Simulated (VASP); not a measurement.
# MgS (P1) in VASP: single point with PBE

Aim: the single point of MgS with PBE.

All numbers are computed with VASP 6.6.1; they aren't measurements. Logs are shortened: lines on timing, memory, paths and dates and some standing lists are left out, and cuts for length are marked.

## Step 1: The cell of the first run

The typed cell holds 16 atoms: a = 7.383 Å, b = 7.383 Å, c = 7.383 Å, α = 60.00°, β = 60.00°, γ = 60.00°.

## Step 2: Single point, PBE (dynamics (nve) at 450 K, volume x 1.01, from the last frame before)

Contents of INCAR:

```
SYSTEM = MgS
ALGO     = Normal         ! electronic algorithm
EDIFF    = 1E-7           ! SCF threshold, eV
ENCUT    = 520            ! plane-wave cutoff, eV
GGA      = PE             ! functional
ISIF     = 2              ! what is computed and relaxed
ISMEAR   = -1             ! smearing method
LASPH    = .TRUE.         ! aspherical terms in the spheres
LCHARG   = .FALSE.        ! write CHGCAR
LREAL    = Auto         
LWAVE    = .FALSE.        ! write WAVECAR
NBANDS   = 46             ! bands
NELM     = 80             ! most SCF steps
PREC     = Accurate       ! precision mode
SIGMA    = 0.0388         ! smearing width, eV
```

Contents of KPOINTS:

```
Automatic mesh
0
Gamma
  2 2 2
  0.5 0.5 0.5
```

Contents of POSCAR:

```
MgS
1.0
    5.2205868380      0.0000000000     -5.2205868380
    0.0000000000      5.2205868380     -5.2205868380
    5.2205868380      5.2205868380      0.0000000000
Mg S
8 8
Direct
    0.4841177014      0.5015561624      0.0118596820
    0.4827600954      0.4894183507      0.5242881854
    0.5511344968     -0.0086429939     -0.0211149634
    0.4821017403      0.0081337599      0.4936531237
   -0.0188050698      0.5059805692      0.0031365248
    0.0323936763      0.4964453385      0.4740118452
   -0.0079424021     -0.0037857813      0.0170503820
   -0.0058968466     -0.0125539527      0.5021330133
    0.2276515145      0.2464465279      0.7663164361
    0.2650018174      0.2498537119      0.2192433601
    0.2474301338      0.7536080947      0.7446307514
    0.2619705490      0.7760972331      0.2352593756
    0.7619102265      0.2530708790      0.7453781770
    0.7409826941      0.2447852204      0.2746971834
    0.7279609779      0.7478685100      0.7550592725
    0.7671952645      0.7460466842      0.2556115895
```

Potentials or basis: VASP PAW PBE potentials, release 64 (Mg, S).

On the command line:

```sh
> cat potpaw_PBE.64/Mg/POTCAR potpaw_PBE.64/S/POTCAR > POTCAR
> mpirun -np 1 vasp_std > vasp.out
```

OUTCAR:

```text
SYSTEM = MgS
   EDIFF = 1E-7
   ENCUT = 520
   GGA = PE
   ISIF = 2
   ISMEAR = -1
   LASPH = .TRUE.
   LREAL = Auto
   NELM = 80
   PREC = Accurate

 ion  position               nearest neighbor table
   1  0.484  0.502  0.012-  10 2.47  15 2.56  12 2.61  11 2.63  13 2.69  14 2.71   6 3.37   4 3.60
                             7 3.64   2 3.65   5 3.65
   2  0.483  0.489  0.524-  11 2.54  14 2.58   9 2.60  13 2.62  12 2.68  16 2.83   6 3.50   3 3.54
                             5 3.62   8 3.64   1 3.65
   3  0.551  0.991  0.979-  13 2.47  15 2.48  16 2.58  10 2.62  12 2.65   9 2.83   5 3.39   8 3.40
                             7 3.42   2 3.54   4 3.63
   4  0.482  0.008  0.494-  11 2.56  10 2.57  14 2.60  16 2.63  15 2.65   9 2.67   6 3.47   1 3.60
                             3 3.63   7 3.65   8 3.65
   5  0.981  0.506  0.003-  16 2.58   9 2.59  15 2.62  10 2.62  14 2.62  11 2.68   3 3.39   2 3.62
                             8 3.63   6 3.64   1 3.65
   6  0.032  0.496  0.474-  16 2.53   9 2.57  10 2.62  12 2.67  13 2.69  15 2.80   1 3.37   4 3.47
                             2 3.50   7 3.54   8 3.60   5 3.64
   7  0.992  0.996  0.017-  16 2.48   9 2.54  12 2.56  13 2.62  14 2.64  11 2.69   3 3.42   6 3.54
                             8 3.56   1 3.64   4 3.65
   8  0.994  0.987  0.502-  14 2.51  12 2.51  11 2.59  15 2.64  13 2.66  10 2.79   3 3.40   7 3.56
                             6 3.60   5 3.63   2 3.64   4 3.65
   9  0.228  0.246  0.766-   7 2.54   6 2.57   5 2.59   2 2.60   4 2.67   3 2.83
  10  0.265  0.250  0.219-   1 2.47   4 2.57   3 2.62   6 2.62   5 2.62   8 2.79
  11  0.247  0.754  0.745-   2 2.54   4 2.56   8 2.59   1 2.63   5 2.68   7 2.69
  12  0.262  0.776  0.235-   8 2.51   7 2.56   1 2.61   3 2.65   6 2.67   2 2.68
  13  0.762  0.253  0.745-   3 2.47   2 2.62   7 2.62   8 2.66   6 2.69   1 2.69
  14  0.741  0.245  0.275-   8 2.51   2 2.58   4 2.60   5 2.62   7 2.64   1 2.71
  15  0.728  0.748  0.755-   3 2.48   1 2.56   5 2.62   8 2.64   4 2.65   6 2.80
  16  0.767  0.746  0.256-   7 2.48   6 2.53   3 2.58   5 2.58   4 2.63   2 2.83

  LATTYP: Found a face centered cubic cell.
 ALAT       =    10.4411736760

  Lattice vectors:

 A1 = (   5.2205868380,   0.0000000000,  -5.2205868380)
 A2 = (   0.0000000000,   5.2205868380,  -5.2205868380)
 A3 = (   5.2205868380,   5.2205868380,   0.0000000000)

Analysis of symmetry for initial positions (statically):
=====================================================================
 Subroutine PRICEL returns:
 Original cell was already a primitive cell.

 Routine SETGRP: Setting up the symmetry group for a
 face centered cubic supercell.

 Subroutine GETGRP returns: Found  1 space group operations
 (whereof  1 operations were pure point group operations)
 out of a pool of 48 trial point group operations.

The static configuration has the point symmetry C_1 .

Analysis of symmetry for dynamics (positions and initial velocities):
=====================================================================
 Subroutine PRICEL returns:
 Original cell was already a primitive cell.

 Routine SETGRP: Setting up the symmetry group for a
 face centered cubic supercell.

 Subroutine GETGRP returns: Found  1 space group operations
 (whereof  1 operations were pure point group operations)
 out of a pool of 48 trial point group operations.

The dynamic configuration has the point symmetry C_1 .

 Subroutine INISYM returns: Found  1 space group operations
 (whereof  1 operations are pure point group operations),
 and found     1 'primitive' translations

----------------------------------------------------------------------------------------

                                     Primitive cell

  volume of cell :     284.5692

  direct lattice vectors                    reciprocal lattice vectors
     5.220586838  0.000000000 -5.220586838     0.095774674 -0.095774674 -0.095774674
     0.000000000  5.220586838 -5.220586838    -0.095774674  0.095774674 -0.095774674
     5.220586838  5.220586838  0.000000000     0.095774674  0.095774674  0.095774674

  length of vectors
     7.383024710  7.383024710  7.383024710     0.165886601  0.165886601  0.165886601

  position of ions in fractional coordinates (direct lattice)
     0.484117701  0.501556162  0.011859682
     0.482760095  0.489418351  0.524288185
     0.551134497  0.991357006  0.978885037
     0.482101740  0.008133760  0.493653124
     0.981194930  0.505980569  0.003136525
     0.032393676  0.496445339  0.474011845
[... 8 lines left out ...]
     0.727960978  0.747868510  0.755059272
     0.767195265  0.746046684  0.255611589

  ion indices of the primitive-cell ions
   primitive index   ion index
                 1           1
                 2           2
                 3           3
                 4           4
                 5           5
                 6           6
[... 8 lines left out ...]
                15          15
                16          16

----------------------------------------------------------------------------------------

 KPOINTS: Automatic mesh

Automatic generation of k-mesh.
 Grid dimensions read from file:
 generate k-points for:    2    2    2

 Generating k-lattice:

  Cartesian coordinates                     Fractional coordinates (reciprocal lattice)
     0.047887337 -0.047887337 -0.047887337     0.500000000  0.000000000  0.000000000
    -0.047887337  0.047887337 -0.047887337     0.000000000  0.500000000  0.000000000
     0.047887337  0.047887337  0.047887337     0.000000000  0.000000000  0.500000000

  Length of vectors
     0.082943300  0.082943300  0.082943300

  Shift w.r.t. Gamma in fractional coordinates (k-lattice)
     0.500000000  0.500000000  0.500000000

 Subroutine IBZKPT returns following result:
 ===========================================

 Found     16 irreducible k-points:

 Following reciprocal coordinates:
            Coordinates               Weight
  0.250000  0.250000  0.250000      2.000000
  0.250000  0.000000  0.000000      2.000000
  0.000000  0.000000 -0.250000      2.000000
  0.000000  0.250000  0.000000      2.000000
 -0.250000  0.250000  0.250000      2.000000
  0.250000 -0.250000  0.250000      2.000000
[... 8 lines left out ...]
  0.000000  0.250000  0.500000      2.000000
  0.500000  0.250000  0.000000      2.000000
   k-points           NKPTS =     16   k-points in BZ     NKDIM =     16   number of bands    NBANDS=     46
   number of dos      NEDOS =    301   number of ions     NIONS =     16
   total plane-waves  NPLWV = 175616
   dimension x,y,z NGX =    56 NGY =   56 NGZ =   56
   dimension x,y,z NGXF=   112 NGYF=  112 NGZF=  112
   ions per type =               8   8
   NGX,Y,Z   is equivalent  to a cutoff of  12.61, 12.61, 12.61 a.u.
   NGXF,Y,Z  is equivalent  to a cutoff of  25.22, 25.22, 25.22 a.u.
 SYSTEM =  MgS
   PREC   = accura    normal or accurate (medium, high low for compatibility)
   ISTART =      0    job   : 0-new  1-cont  2-samecut
   ICHARG =      2    charge: 1-file 2-atom 10-const
   ISPIN  =      1    spin polarized calculation?
   LNONCOLLINEAR =      F non collinear calculations
   LSORBIT =      F    spin-orbit coupling
   LASPH  =      T    aspherical Exc in radial PAW
   ENCUT  =  520.0 eV  38.22 Ry    6.18 a.u.  13.73 13.73 13.73*2*pi/ulx,y,z
   NELM   =     80;   NELMIN=  2; NELMDL= -5     # of ELM steps
   EDIFF  = 0.1E-06   stopping-criterion for ELM
   LREAL  =      T    real-space projection
   EDIFFG = 0.1E-05   stopping-criterion for IOM
   NSW    =      0    number of steps for IOM
   IBRION =     -1    ionic relax: 0-MD 1-quasi-New 2-CG
   NFREE  =      0    steps in history (QN), initial steepest desc. (CG)
   ISIF   =      2    stress and relaxation
   ISYM   =      2    0-nonsym 1-usesym 2-fastsym
   POTIM  = 0.5000    time-step for ionic-motion
   TEBEG  =    0.0;   TEEND  =   0.0 temperature during run
   PSTRESS=    0.0 pullay stress
   NELECT =      64.0000    total number of electrons
   NUPDOWN=      -1.0000    fix difference up-down
   EMIN   =  10.00;   EMAX   =-10.00  energy-range for DOS
   EFERMI =   0.00;   METHOD = LEGACY
   ISMEAR =    -1;   SIGMA  =   0.04  broadening in eV -4-tet -1-fermi 0-gaus
   EFERMI_NEDOS =   21; number of points for ismear=-14 and -15
   IALGO  =     38    algorithm
   IMIX   =      4    mixing-type and parameters
     AMIX     =   0.40;   BMIX     =  1.00
     AMIX_MAG =   1.60;   BMIX_MAG =  1.00
  volume/ion in A,a.u.               =      17.79       120.02
  Fermi-wavevector in a.u.,A,eV,Ry     =   0.995571  1.881356 13.485568  0.991161
  Thomas-Fermi vector in A             =   2.127600
   LORBIT       =      0    0 simple, 1 ext, 2 COOP (PROOUT), +10 PAW based schemes
   GGA     = PE    functional components
   LHFCALC =     F    Hartree Fock is set to
   AEXX    =    0.0000 exact exchange contribution
   IVDW    =     0    specifies the selected vdW correction
   LEPSILON=     F    determine dielectric tensor
   LRPA    =     F    only Hartree local field effects (RPA)
 non-spin polarized calculation
  energy-cutoff  :      520.00
  volume of cell :      284.57
 maximum number of plane-waves:      7666
 NGX is ok and might be reduce to    56
   NGX = 27   NGY = 27   NGZ = 27

 number of electron      64.0000000 magnetization

 Free energy of the ion-electron system (eV)
  ---------------------------------------------------
  ext. energy  EPLUGINS =         0.00000000
  ---------------------------------------------------
  free energy    TOTEN  =       -67.46773713 eV

  energy without entropy =      -67.46773713  energy(sigma->0) =      -67.46773713

 E-fermi :   4.4644     XC(G=0):  -9.6465

 val. band max:        3.5957354747   @ k =   0.0000   0.0000  -0.2500
 cond. band min:       6.9732661139   @ k =   0.2500   0.0000   0.0000
 fundamental gap:      3.3775306393
 Fermi energy:         4.4644427144

 k-point     1 :       0.2500    0.2500    0.2500
  band No.  band energies     occupation
      1      -8.8353      2.00000
      2      -7.9513      2.00000
      3      -7.6911      2.00000
      4      -7.6664      2.00000
      5      -7.6278      2.00000
      6      -7.4045      2.00000
[... 36 lines left out ...]
     43       8.8912      0.00000
     44       9.8391      0.00000

 k-point     2 :       0.2500    0.0000    0.0000
  band No.  band energies     occupation
      1      -8.8359      2.00000
      2      -7.9551      2.00000
      3      -7.6847      2.00000
      4      -7.6578      2.00000
      5      -7.6394      2.00000
      6      -7.4055      2.00000
[... 36 lines left out ...]
     43       8.8762      0.00000
     44       9.8641      0.00000

 k-point     3 :       0.0000    0.0000   -0.2500
  band No.  band energies     occupation
      1      -8.8367      2.00000
      2      -7.9388      2.00000
      3      -7.7045      2.00000
      4      -7.6636      2.00000
      5      -7.6372      2.00000
      6      -7.3904      2.00000
[... 600 lines left out ...]
     43       9.9486      0.00000
     44      10.1608      0.00000

 k-point    16 :       0.5000    0.2500    0.0000
  band No.  band energies     occupation
      1      -8.4751      2.00000
      2      -8.1767      2.00000
      3      -7.9003      2.00000
      4      -7.7118      2.00000
      5      -7.6558      2.00000
      6      -7.4968      2.00000
[... 36 lines left out ...]
     43      10.0010      0.00000
     44      10.2892      0.00000
 [bands above 44 left out]

------------------------ aborting loop because EDIFF is reached ----------------------------------------

  FORCE on cell =-STRESS in cart. coord.  units (eV):
  Direction    XX          YY          ZZ          XY          YZ          ZX
  --------------------------------------------------------------------------------------
  -------------------------------------------------------------------------------------
  Total        0.7699759      0.9420269      1.7433452     -0.1556703      0.1363280     -0.0420957
  in kB        4.3351063      5.3037851      9.8153546     -0.8764524      0.7675519     -0.2370068
  external PRESSURE =       6.4847487 kB  Pullay stress =       0.0000000 kB

 VOLUME and BASIS-vectors are now :
 -----------------------------------------------------------------------------
  energy-cutoff  :      520.00
  volume of cell :      284.57
      direct lattice vectors                 reciprocal lattice vectors
     5.220586838  0.000000000 -5.220586838     0.095774674 -0.095774674 -0.095774674
     0.000000000  5.220586838 -5.220586838    -0.095774674  0.095774674 -0.095774674
     5.220586838  5.220586838  0.000000000     0.095774674  0.095774674  0.095774674

 POSITION                                       TOTAL-FORCE (eV/Angst)
 -----------------------------------------------------------------------------------
      2.58929      2.68033     -5.14580         0.028275     -0.233272     -0.405473
      5.25738      5.29214     -5.07534         0.053661     -0.077151     -0.183583
      7.98760     10.28582     -8.05271        -0.370898      0.389284      0.455518
      5.09401      2.61962     -2.55932         0.250140      0.101447      0.012618
      5.13879      2.65789     -7.76393         0.056819     -0.201811     -0.018414
      2.64373      5.06636     -2.76085         0.114988      0.278475      0.303954
[... 8 lines left out ...]
      7.74224      7.84616     -7.70470         0.367564     -0.297339     -0.472746
      5.33965      5.22924     -7.90001        -0.286301     -0.109435      0.345068
 -----------------------------------------------------------------------------------
    total drift:                                0.001008      0.000807      0.007320

  FREE ENERGIE OF THE ION-ELECTRON SYSTEM (eV)
  ---------------------------------------------------
  free  energy   TOTEN  =       -67.4677371334 eV

  energy  without entropy=      -67.4677371333  energy(sigma->0) =      -67.46773713
```

It took 8.4 min on 1 thread of Intel Xeon 6975P-C, shared host; peak memory 0.47 GiB.

What came out:

| Quantity | Value |
| --- | --- |
| Free energy | -67.4677 eV |
| Pressure | 0.6 GPa |
| Largest force | 0.926 eV/Å |
| Band gap on the k mesh | 3.38 eV, indirect (least direct gap 3.39 eV) |

Forces on the atoms (eV/Å):
```
Mg   0.028 -0.233 -0.405
Mg   0.054 -0.077 -0.184
Mg  -0.371  0.389  0.456
Mg   0.250  0.101  0.013
Mg   0.057 -0.202 -0.018
Mg   0.115  0.278  0.304
Mg  -0.164 -0.066 -0.343
Mg   0.150  0.296 -0.157
S   -0.173 -0.267 -0.698
S    0.276  0.567  0.257
S   -0.092  0.059  0.237
S    0.409 -0.344  0.757
S   -0.117 -0.089 -0.003
S   -0.503 -0.005 -0.087
S    0.368 -0.297 -0.473
S   -0.286 -0.109  0.345
```

Stress tensor (GPa, compression positive):
```
 0.43 -0.09 -0.02
-0.09  0.53  0.08
-0.02  0.08  0.98
```

Levels at points of the mesh, in eV from the valence-band top:
| k point | band 28 | band 29 | band 30 | band 31 | band 32 | band 33 | band 34 | band 35 | band 36 | band 37 |
| --- | --- | --- | --- | --- | --- | --- | --- | --- | --- | --- |
| (0.25, 0.25, 0.25) | -0.69 | -0.47 | -0.42 | -0.06 | -0.01 | 3.38 | 3.44 | 3.47 | 4.38 | 4.64 |
